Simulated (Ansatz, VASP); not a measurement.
One calculation of CdF2, two programs

```
Cd F
1.0
     0.00000    2.54177    2.54177
     2.54177    0.00000    2.54177
     2.54177    2.54177    0.00000
Cd F
1 2
Cartesian
  0.0000 0.0000 0.0000
  1.2709 1.2709 1.2709
  3.8127 3.8127 3.8127
```

Alike in both runs: task single point; functional r2SCAN; k mesh 8 × 8 × 8; occupations gaussian, width 0.02 eV; no spin polarisation.

```csv
,VASP,Ansatz
version,VASP 6.6.1,Ansatz 0.2.0
potentials or method,"VASP PAW PBE potentials, release 64 (Cd, F), cutoff 520 eV","scalar-relativistic, plane waves, PAW"
valence electrons in the cell,26,34
```

Ansatz gave:

- gap on the k mesh at the Fermi level (eV): 4.44
- least direct gap on the mesh (eV): 4.67

Task: Which values does VASP return?

Result: gap on the k mesh at the Fermi level (eV): 4.38; least direct gap on the mesh (eV): 4.60.

VASP's potentials were made for PBE, not for r2SCAN. VASP's potentials hold 26 valence electrons a cell and Ansatz's 34, so a difference there can come from the potentials and not from the codes.
